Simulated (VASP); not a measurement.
Input of a VASP 6.6.1 run:

Contents of INCAR:

```
PREC = Accurate ; ENCUT = 520
EDIFF = 1E-6 ; ISMEAR = 0
SIGMA = 0.1 ; LREAL = F
LASPH = T ; NELM = 150
ALGO = Fast ; ISIF = 2
LWAVE = F ; LCHARG = F
ISPIN = 2 ; MAGMOM = 0 1 0
LORBIT = 11 ; LMAXMIX = 4
GGA = PE ; NBANDS = 29
```

KPOINTS

```
regular mesh
0
Gamma
  4 4 4
```

The input POSCAR:

```
CaZrGe
1.0
    4.5587946965      0.0000000000      0.0000000000
    0.0000000000      4.5587946965      0.0000000000
    0.0000000000      0.0000000000      5.1519561924
Ca Zr Ge
1 1 1
Direct
    0.5000000000      0.5000000000      0.0000000000
    0.0000000000      0.0000000000      0.0000000000
    0.0000000000      0.0000000000      0.5000000000
```

Potentials or basis: VASP PAW PBE potentials, release 64 (Ca_sv, Zr_sv, Ge_d).

Launch:

```sh
$ cat potpaw_PBE.64/Ca_sv/POTCAR potpaw_PBE.64/Zr_sv/POTCAR potpaw_PBE.64/Ge_d/POTCAR > POTCAR
$ mpirun -np 1 vasp_std > vasp.out
```

Q: What does it give for the site moments?

A: Ca +0.04; Zr +0.20; Ge +0.03 μB.

Q: What does it give for the pressure?

A: 0.0 GPa.

Q: Estimate the net moment.

A: 0.52 μB per cell.

Stress tensor (GPa, compression positive):
```
-0.17  0.00  0.00
 0.00 -0.17  0.00
 0.00  0.00  0.25
```
